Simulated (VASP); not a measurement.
A run of VASP 6.6.1 is set up as follows.

INCAR

```
SYSTEM = SnTe
ALGO = Normal ; EDIFF = 1E-7
ENCUT = 520 ; GGA = PE
ISIF = 2 ; ISMEAR = 0
LASPH = .True. ; LCHARG = .False.
LREAL = .False. ; LWAVE = .False.
NBANDS = 17 ; NELM = 60
PREC = Accurate ; SIGMA = 0.03
```

Contents of KPOINTS:

```
k-points
0
Gamma
  10 10 10
  0 0 0
```

File POSCAR:

```
SnTe
1.0
    0.0000000000      2.9039800000      3.2827600000
    2.9039800000      0.0000000000      3.2827600000
    2.9039800000      2.9039800000      0.0000000000
Sn Te
1 1
Direct
    0.0000000000      0.0000000000      0.0000000000
    0.5000000000      0.5000000000      0.5000000000
```

Potentials or basis: VASP PAW PBE potentials, release 64 (Sn_d, Te).

Launch:

```console
$ cat potpaw_PBE.64/Sn_d/POTCAR potpaw_PBE.64/Te/POTCAR > POTCAR
$ mpirun -np 1 vasp_std > vasp.out
```

Task: What does it give for the pressure?

Result: 12.3 GPa.

Task: Estimate the band gap on the k mesh.

Result: Zero (band 10 reaches 9.13 eV, above the bottom of band 11 at 8.27 eV).

Stress tensor (GPa, compression positive):
```
19.13  0.00  0.00
 0.00 19.13  0.00
 0.00  0.00 -1.33
```

Caveat: the cell differs from its parent crystal (strain -0.080 along x and y, +0.040 along z); spin-orbit coupling is left out, which moves the levels of the heavy elements.
